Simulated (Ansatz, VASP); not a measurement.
**LaScF in VASP and in Ansatz**

```xyz
3
Lattice="3.6568 0.0000 0.0000 -1.8284 3.1669 0.0000 0.0000 0.0000 6.5147" Properties=species:S:1:pos:R:3 pbc="T T T"
La    0.0000    0.0000    0.0000
Sc    0.0000    2.1113    3.2574
F     1.8284    1.0556    3.2574
```

Change from the starting cell: species swapped into the EuGaSi type (P-6m2, No. 187).

Alike in both runs: functional PBE; k mesh 6 × 6 × 4; occupations gaussian, width 0.1 eV; no spin polarisation.

Ansatz relaxed the structure, and its values are those at the end. VASP's run is a single point on that final structure, the one shown.

```csv
,VASP,Ansatz
version,VASP 6.6.1,Ansatz 0.2.0
potentials or method,"VASP PAW PBE potentials, release 64 (La, Sc_sv, F), cutoff 520 eV","scalar-relativistic, plane waves, PAW"
valence electrons in the cell,29,29
```

|  | VASP | Ansatz | Ansatz less VASP |
| --- | --- | --- | --- |
| gap on the k mesh at the Fermi level (eV) | none | none | - |
| pressure (GPa) | 0.2 | 0.0 | -0.15 |

A gap of «none» marks a metal or a gap that the smearing closes. With one functional, cell and mesh, what is left measures potentials, basis and numerics.

Neither program's run includes spin-orbit coupling.
